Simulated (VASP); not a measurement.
# Rb2Nb (P6/mmm) in VASP: further runs

Rb2Nb is run at these levels: PBE; tasks: relaxation of cell and atoms, single point.

Program: VASP 6.6.1. These are calculated values, not measurements. Logs are shortened: lines on timing, memory, paths and dates and some standing lists are left out, and cuts for length are marked.

## (1) The cell of the first run

Symmetry: P6/mmm, No. 191, hexagonal system. Conventional cell: a = 6.699 Å, b = 6.699 Å, c = 3.051 Å, α = 90.00°, β = 90.00°, γ = 120.00°. Within 4.2 Å of Rb (site symmetry -6m2) lie 5 Rb at 3.05 to 3.87 Å and 6 Nb at 4.16 Å. Within 4.2 Å of Nb (site symmetry 6/mmm) lie 2 Nb at 3.05 Å and 12 Rb at 4.16 Å.

## (2) Relaxation of cell and atoms, PBE

File INCAR:

```
SYSTEM = Rb2Nb
PREC = Accurate ; ENCUT = 600
EDIFF = 1E-6 ; ISMEAR = 0
SIGMA = 0.1 ; LREAL = .False.
LASPH = .True. ; NELM = 100
ALGO = Normal ; ISIF = 3
LWAVE = .False. ; LCHARG = .False.
GGA = PE ; IBRION = 2
NSW = 90 ; EDIFFG = -0.04
```

File KPOINTS:

```
regular mesh
0
Gamma
  3 3 6
  0 0 0
```

File POSCAR:

```
Rb2Nb
1.0
    6.6990999279      0.0000000000      0.0000000000
   -3.3495499640      5.8015907201      0.0000000000
    0.0000000000      0.0000000000      3.0512705877
Rb Nb
2 1
Direct
    0.3333333333      0.6666666667      0.5000000000
    0.6666666667      0.3333333333      0.5000000000
    0.0000000000      0.0000000000      0.0000000000
```

Potentials or basis: VASP PAW PBE potentials, release 64 (Rb_sv, Nb_sv).

On the command line:

```sh
$ cat potpaw_PBE.64/Rb_sv/POTCAR potpaw_PBE.64/Nb_sv/POTCAR > POTCAR
$ mpirun -np 1 vasp_std > vasp.out
```

OUTCAR:

```text
SYSTEM = Rb2Nb
   PREC = Accurate
   ENCUT = 600
   EDIFF = 1E-6
   ISMEAR = 0
   LREAL = .False.
   LASPH = .True.
   NELM = 100
   ISIF = 3
   GGA = PE
   IBRION = 2
   NSW = 90
   EDIFFG = -0.04

 ion  position               nearest neighbor table
   1  0.333  0.667  0.500-   2 3.87   2 3.87   2 3.87   3 4.16   3 4.16   3 4.16   3 4.16   3 4.16
                             3 4.16   2 4.93   2 4.93   2 4.93   2 4.93   2 4.93   2 4.93
   2  0.667  0.333  0.500-   1 3.87   1 3.87   1 3.87   3 4.16   3 4.16   3 4.16   3 4.16   3 4.16
                             3 4.16   1 4.93   1 4.93   1 4.93   1 4.93   1 4.93   1 4.93
   3  0.000  0.000  0.000-   1 4.16   2 4.16   1 4.16   2 4.16   2 4.16   2 4.16   1 4.16   1 4.16
                             2 4.16   2 4.16   1 4.16   1 4.16

  LATTYP: Found a hexagonal cell.
 ALAT       =     6.6990999279
 C/A-ratio  =     0.4554747086

  Lattice vectors:

 A1 = (   6.6990999279,   0.0000000000,   0.0000000000)
 A2 = (  -3.3495499640,   5.8015907201,   0.0000000000)
 A3 = (   0.0000000000,   0.0000000000,   3.0512705877)

Analysis of symmetry for initial positions (statically):
=====================================================================
 Subroutine PRICEL returns:
 Original cell was already a primitive cell.

 Routine SETGRP: Setting up the symmetry group for a
 hexagonal supercell.

 Subroutine GETGRP returns: Found 24 space group operations
 (whereof 24 operations were pure point group operations)
 out of a pool of 24 trial point group operations.

The static configuration has the point symmetry D_6h.

Analysis of symmetry for dynamics (positions and initial velocities):
=====================================================================
 Subroutine PRICEL returns:
 Original cell was already a primitive cell.

 Routine SETGRP: Setting up the symmetry group for a
 hexagonal supercell.

 Subroutine GETGRP returns: Found 24 space group operations
 (whereof 24 operations were pure point group operations)
 out of a pool of 24 trial point group operations.

The dynamic configuration has the point symmetry D_6h.

 Subroutine INISYM returns: Found 24 space group operations
 (whereof 24 operations are pure point group operations),
 and found     1 'primitive' translations

----------------------------------------------------------------------------------------

                                     Primitive cell

  volume of cell :     118.5890

  direct lattice vectors                    reciprocal lattice vectors
     6.699099928  0.000000000  0.000000000     0.149273785  0.086183260  0.000000000
    -3.349549964  5.801590720  0.000000000     0.000000000  0.172366520  0.000000000
     0.000000000  0.000000000  3.051270588     0.000000000  0.000000000  0.327732324

  length of vectors
     6.699099928  6.699099928  3.051270588     0.172366520  0.172366520  0.327732324

  position of ions in fractional coordinates (direct lattice)
     0.333333333  0.666666667  0.500000000
     0.666666667  0.333333333  0.500000000
     0.000000000  0.000000000  0.000000000

  ion indices of the primitive-cell ions
   primitive index   ion index
                 1           1
                 2           2
                 3           3

----------------------------------------------------------------------------------------

 KPOINTS: regular mesh

Automatic generation of k-mesh.
 Grid dimensions read from file:
 generate k-points for:    3    3    6

 Generating k-lattice:

  Cartesian coordinates                     Fractional coordinates (reciprocal lattice)
     0.049757928  0.028727753  0.000000000     0.333333333  0.000000000  0.000000000
     0.000000000  0.057455507  0.000000000     0.000000000  0.333333333  0.000000000
     0.000000000  0.000000000  0.054622054     0.000000000  0.000000000  0.166666667

  Length of vectors
     0.057455507  0.057455507  0.054622054

  Shift w.r.t. Gamma in fractional coordinates (k-lattice)
     0.000000000  0.000000000  0.000000000

 Subroutine IBZKPT returns following result:
 ===========================================

 Found     12 irreducible k-points:

 Following reciprocal coordinates:
            Coordinates               Weight
  0.000000  0.000000  0.000000      1.000000
  0.333333  0.000000  0.000000      6.000000
  0.333333  0.333333  0.000000      2.000000
  0.000000  0.000000  0.166667      2.000000
  0.333333  0.000000  0.166667     12.000000
  0.333333  0.333333  0.166667      4.000000
  0.000000  0.000000  0.333333      2.000000
  0.333333  0.000000  0.333333     12.000000
  0.333333  0.333333  0.333333      4.000000
  0.000000  0.000000  0.500000      1.000000
  0.333333  0.000000  0.500000      6.000000
  0.333333  0.333333  0.500000      2.000000
   k-points           NKPTS =     12   k-points in BZ     NKDIM =     12   number of bands    NBANDS=     19
   number of dos      NEDOS =    301   number of ions     NIONS =      3
   total plane-waves  NPLWV =  69984
   dimension x,y,z NGX =    54 NGY =   54 NGZ =   24
   dimension x,y,z NGXF=   108 NGYF=  108 NGZF=   48
   ions per type =               2   1
   NGX,Y,Z   is equivalent  to a cutoff of  13.40, 13.40, 13.08 a.u.
   NGXF,Y,Z  is equivalent  to a cutoff of  26.80, 26.80, 26.15 a.u.
 SYSTEM =  Rb2Nb
   PREC   = accura    normal or accurate (medium, high low for compatibility)
   ISTART =      0    job   : 0-new  1-cont  2-samecut
   ICHARG =      2    charge: 1-file 2-atom 10-const
   ISPIN  =      1    spin polarized calculation?
   LNONCOLLINEAR =      F non collinear calculations
   LSORBIT =      F    spin-orbit coupling
   LASPH  =      T    aspherical Exc in radial PAW
   ENCUT  =  600.0 eV  44.10 Ry    6.64 a.u.  13.38 13.38  6.09*2*pi/ulx,y,z
   NELM   =    100;   NELMIN=  2; NELMDL= -5     # of ELM steps
   EDIFF  = 0.1E-05   stopping-criterion for ELM
   LREAL  =      F    real-space projection
   EDIFFG = -.4E-01   stopping-criterion for IOM
   NSW    =     90    number of steps for IOM
   IBRION =      2    ionic relax: 0-MD 1-quasi-New 2-CG
   NFREE  =      1    steps in history (QN), initial steepest desc. (CG)
   ISIF   =      3    stress and relaxation
   ISYM   =      2    0-nonsym 1-usesym 2-fastsym
   POTIM  = 0.5000    time-step for ionic-motion
   TEBEG  =    0.0;   TEEND  =   0.0 temperature during run
   PSTRESS=    0.0 pullay stress
   NELECT =      31.0000    total number of electrons
   NUPDOWN=      -1.0000    fix difference up-down
   EMIN   =  10.00;   EMAX   =-10.00  energy-range for DOS
   EFERMI =   0.00;   METHOD = LEGACY
   ISMEAR =     0;   SIGMA  =   0.10  broadening in eV -4-tet -1-fermi 0-gaus
   EFERMI_NEDOS =   21; number of points for ismear=-14 and -15
   IALGO  =     38    algorithm
   IMIX   =      4    mixing-type and parameters
     AMIX     =   0.40;   BMIX     =  1.00
     AMIX_MAG =   1.60;   BMIX_MAG =  1.00
  volume/ion in A,a.u.               =      39.53       266.76
  Fermi-wavevector in a.u.,A,eV,Ry     =   1.046760  1.978090 14.908005  1.095707
  Thomas-Fermi vector in A             =   2.181612
   LORBIT       =      0    0 simple, 1 ext, 2 COOP (PROOUT), +10 PAW based schemes
   GGA     = PE    functional components
   LHFCALC =     F    Hartree Fock is set to
   AEXX    =    0.0000 exact exchange contribution
   IVDW    =     0    specifies the selected vdW correction
   LEPSILON=     F    determine dielectric tensor
   LRPA    =     F    only Hartree local field effects (RPA)
 conjugate gradient relaxation of ions
 non-spin polarized calculation
 Gauss-broadening in eV      SIGMA  =   0.10
  energy-cutoff  :      600.00
  volume of cell :      118.59
 maximum number of plane-waves:      3979
 NGX is ok and might be reduce to    54
   NGX = 27   NGY = 27   NGZ = 13

--------------------------------------- Ionic step        1  -------------------------------------------

 number of electron      30.9999999 magnetization

 Free energy of the ion-electron system (eV)
  ---------------------------------------------------
  ext. energy  EPLUGINS =         0.00000000
  ---------------------------------------------------
  free energy    TOTEN  =        -7.28473877 eV

  energy without entropy =       -7.24890133  energy(sigma->0) =       -7.26682005

------------------------ aborting loop because EDIFF is reached ----------------------------------------

  FORCE on cell =-STRESS in cart. coord.  units (eV):
  Direction    XX          YY          ZZ          XY          YZ          ZX
  --------------------------------------------------------------------------------------
  -------------------------------------------------------------------------------------
  Total        0.2189558      0.2189558     -0.5479942     -0.0000000     -0.0000000      0.0000000
  in kB        2.9581670      2.9581670     -7.4035883     -0.0000000     -0.0000000      0.0000000
  external PRESSURE =      -0.4957514 kB  Pullay stress =       0.0000000 kB

 VOLUME and BASIS-vectors are now :
 -----------------------------------------------------------------------------
  energy-cutoff  :      600.00
  volume of cell :      118.59
      direct lattice vectors                 reciprocal lattice vectors
     6.699099928  0.000000000  0.000000000     0.149273785  0.086183260  0.000000000
    -3.349549964  5.801590720  0.000000000     0.000000000  0.172366520  0.000000000
     0.000000000  0.000000000  3.051270588     0.000000000  0.000000000  0.327732324

 POSITION                                       TOTAL-FORCE (eV/Angst)
 -----------------------------------------------------------------------------------
     -0.00000      3.86773      1.52564         0.000000      0.000000      0.000000
      3.34955      1.93386      1.52564        -0.000000     -0.000000      0.000000
      0.00000      0.00000      0.00000        -0.000000      0.000000      0.000000
 -----------------------------------------------------------------------------------
    total drift:                               -0.000000      0.000000     -0.000000

  FREE ENERGIE OF THE ION-ELECTRON SYSTEM (eV)
  ---------------------------------------------------
  free  energy   TOTEN  =        -7.2847387651 eV
[... 91 lines left out ...]
 VOLUME and BASIS-vectors are now :
 -----------------------------------------------------------------------------
  energy-cutoff  :      600.00
  volume of cell :      118.16
      direct lattice vectors                 reciprocal lattice vectors
     6.745308528 -0.000000000  0.000000000     0.148251188  0.085592863  0.000000000
    -3.372654264  5.841608542  0.000000000     0.000000000  0.171185726  0.000000000
     0.000000000 -0.000000000  2.998595332    -0.000000000 -0.000000000  0.333489481

 POSITION                                       TOTAL-FORCE (eV/Angst)
 -----------------------------------------------------------------------------------
     -0.00000      3.89441      1.49930         0.000000     -0.000000      0.000000
      3.37265      1.94720      1.49930        -0.000000      0.000000     -0.000000
      6.74531     -0.00000      0.00000         0.000000     -0.000000      0.000000
 -----------------------------------------------------------------------------------
    total drift:                                0.000000      0.000000      0.000000

  FREE ENERGIE OF THE ION-ELECTRON SYSTEM (eV)
  ---------------------------------------------------
  free  energy   TOTEN  =        -7.2911036827 eV

  energy  without entropy=       -7.2573691887  energy(sigma->0) =       -7.27423644

--------------------------------------- Ionic step        5  -------------------------------------------

 number of electron      31.0000000 magnetization

 Free energy of the ion-electron system (eV)
  ---------------------------------------------------
  ext. energy  EPLUGINS =         0.00000000
  ---------------------------------------------------
  free energy    TOTEN  =        -7.29184387 eV

  energy without entropy =       -7.25851498  energy(sigma->0) =       -7.27517942

 E-fermi :   2.5809     XC(G=0):  -8.1637

 val. band max:        2.5280574930   @ k =   0.3333   0.0000   0.1667
 cond. band min:       2.5845946127   @ k =   0.0000   0.0000   0.1667
 fundamental gap:      0.0565371196
 Fermi energy:         2.5809077418

 k-point     1 :       0.0000    0.0000    0.0000
  band No.  band energies     occupation
      1     -52.4695      2.00000
      2     -28.6444      2.00000
      3     -28.6444      2.00000
      4     -27.8431      2.00000
      5     -26.1901      2.00000
      6     -26.1352      2.00000
[... 11 lines left out ...]
     18       3.2079      0.00000
     19       5.1117      0.00000

 k-point     2 :       0.3333    0.0000    0.0000
  band No.  band energies     occupation
      1     -52.4695      2.00000
      2     -28.6445      2.00000
      3     -28.6444      2.00000
      4     -27.8430      2.00000
      5     -26.1784      2.00000
      6     -26.1468      2.00000
[... 244 lines left out ...]
 VOLUME and BASIS-vectors are now :
 -----------------------------------------------------------------------------
  energy-cutoff  :      600.00
  volume of cell :      119.06
      direct lattice vectors                 reciprocal lattice vectors
     6.768594899 -0.000000000 -0.000000000     0.147741151  0.085298393 -0.000000000
    -3.384297449  5.861775130  0.000000000     0.000000000  0.170596786 -0.000000000
     0.000000000  0.000000000  3.000795554    -0.000000000 -0.000000000  0.333244962

 POSITION                                       TOTAL-FORCE (eV/Angst)
 -----------------------------------------------------------------------------------
     -0.00000      3.90785      1.50040        -0.000000      0.000000      0.000000
      3.38430      1.95393      1.50040         0.000000     -0.000000      0.000000
     -3.38430      5.86178      0.00000        -0.000000      0.000000      0.000000
 -----------------------------------------------------------------------------------
    total drift:                               -0.000000      0.000000     -0.000000

  FREE ENERGIE OF THE ION-ELECTRON SYSTEM (eV)
  ---------------------------------------------------
  free  energy   TOTEN  =        -7.2918438672 eV

  energy  without entropy=       -7.2585149758  energy(sigma->0) =       -7.27517942

 reached required accuracy - stopping structural energy minimisation
```

Wall time 85 s (1 thread of Intel Xeon 6975P-C (Granite Rapids), shared host); peak memory 0.26 GiB.

Results:

- Free energy: -7.2918 eV
- Relaxed volume: 39.69 Å³/atom
- Relaxed cell: a = 6.769 Å, b = 6.769 Å, c = 3.001 Å, α = 90.00°, β = 90.00°, γ = 120.00°
- Space group after relaxing (to 0.1 Å): P6/mmm (No. 191)
- Energy gained by relaxing: 2.4 meV/atom
- Ionic steps: 5
- Pressure after relaxing: 0.1 GPa
- Band gap on the k mesh: zero (an odd number of electrons rules out a gap without spin polarisation)

Step by step:
| step | energy change (eV) | largest force (eV/Å) | pressure (GPa) | volume (Å³) |
| --- | --- | --- | --- | --- |
| 1 | 0.0000 | 0.0000 | -0.05 | 118.59 |
| 2 | -0.0048 | 0.0000 | 0.06 | 118.37 |
| 3 | -0.0064 | 0.0000 | 0.17 | 118.17 |
| 4 | -0.0064 | 0.0000 | 0.19 | 118.16 |
| 5 | -0.0071 | 0.0000 | 0.06 | 119.06 |

Final structure:
```cif
data_structure
_symmetry_space_group_name_H-M 'P 1'
_symmetry_Int_Tables_number 1
_cell_length_a 6.7686
_cell_length_b 6.7686
_cell_length_c 3.0008
_cell_angle_alpha 90.000
_cell_angle_beta 90.000
_cell_angle_gamma 120.000
_cell_volume 119.06
loop_
_atom_site_label
_atom_site_type_symbol
_atom_site_fract_x
_atom_site_fract_y
_atom_site_fract_z
_atom_site_occupancy
Rb1 Rb 0.33333 0.66667 0.50000 1
Rb2 Rb 0.66667 0.33333 0.50000 1
Nb1 Nb 0.00000 0.00000 0.00000 1
```

Caveat: the k points lie up to 0.36 Å⁻¹ apart in the final cell, too coarse for converged energies and pressures of a metal.

(Part 1 of 2 ends here.)
